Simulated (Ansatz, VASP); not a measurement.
One calculation of Cs2SnI6, two programs

File INCAR:

```
  PREC = Accurate
  ENCUT = 500
  EDIFF = 1E-7
  ISMEAR = 0
  SIGMA = 0.05
  LREAL = F
  LASPH = T
  NELM = 120
  ALGO = Normal
  ISIF = 3
  LWAVE = F
  LCHARG = F
  GGA = PE
  IBRION = 2
  NSW = 80
  EDIFFG = -0.01
  GGA_COMPAT = F
  NELMIN = 4
```

KPOINTS

```
Automatic mesh
0
Gamma
  4 4 4
```

The input POSCAR:

```
Cs2SnI6
1.0
    0.0000000000      5.8138000000      5.8138000000
    5.8138000000      0.0000000000      5.8138000000
    5.8138000000      5.8138000000      0.0000000000
Cs Sn I
2 1 6
Direct
    0.2500000000      0.2500000000      0.2500000000
    0.7500000000      0.7500000000      0.7500000000
    0.0000000000      0.0000000000      0.0000000000
    0.7546400000      0.2453600000      0.2453600000
    0.2453600000      0.7546400000      0.2453600000
    0.2453600000      0.7546400000      0.7546400000
    0.7546400000      0.2453600000      0.7546400000
    0.2453600000      0.2453600000      0.7546400000
    0.7546400000      0.7546400000      0.2453600000
```

Input for Ansatz:

```yaml
crystal:
  lattice:
    - [0.0, 5.8138, 5.8138]
    - [5.8138, 0.0, 5.8138]
    - [5.8138, 5.8138, 0.0]
  atoms:
    - { symbol: Cs, position: [0.25, 0.25, 0.25] }
    - { symbol: Cs, position: [0.75, 0.75, 0.75] }
    - { symbol: Sn, position: [0.0, 0.0, 0.0] }
    - { symbol: I, position: [0.75464, 0.24536, 0.24536] }
    - { symbol: I, position: [0.24536, 0.75464, 0.24536] }
    - { symbol: I, position: [0.24536, 0.75464, 0.75464] }
    - { symbol: I, position: [0.75464, 0.24536, 0.75464] }
    - { symbol: I, position: [0.24536, 0.24536, 0.75464] }
    - { symbol: I, position: [0.75464, 0.75464, 0.24536] }
basis:
  ecutwfc: 420
  ecutrho_ratio: 4
kpoints:
  mp_grid: { grid: [4, 4, 4] }
hamiltonian:
  xc: pbe
scf:
  occupations: { method: gaussian, width: 0.05 }
output:
  forces: true
  stress: true
  eigenvalues: true
relax:
  f_tol: 0.01
  max_steps: 60
  cell: { stress_tol: 0.04 }
```

Alike in both runs: task relaxation of cell and atoms; functional PBE; k mesh 4 × 4 × 4; occupations gaussian, width 0.05 eV; no spin polarisation.

|  | VASP | Ansatz |
| --- | --- | --- |
| version | VASP 6.6.1 | Ansatz 0.2.0 |
| potentials or method | VASP PAW PBE potentials, release 64 (Cs_sv, Sn_d, I), cutoff 500 eV | scalar-relativistic, plane waves, PAW |
| valence electrons in the cell | 74 | 134 |

Ansatz gave:

```
gap on the k mesh at the Fermi level, each at its own relaxed structure (eV) : 0.25
relaxed volume (Å³/atom)                                                     : 48.47
relaxed cell length with the largest relative difference (Å)                 : 8.513
```

Problem. Which values does VASP return?

Solution. gap on the k mesh at the Fermi level, each at its own relaxed structure (eV): 0.27; relaxed volume (Å³/atom): 48.48; relaxed cell length with the largest relative difference (Å): 8.514.

VASP's potentials hold 74 valence electrons a cell and Ansatz's 134, so a difference there can come from the potentials and not from the codes.

Spin-orbit coupling is off throughout.
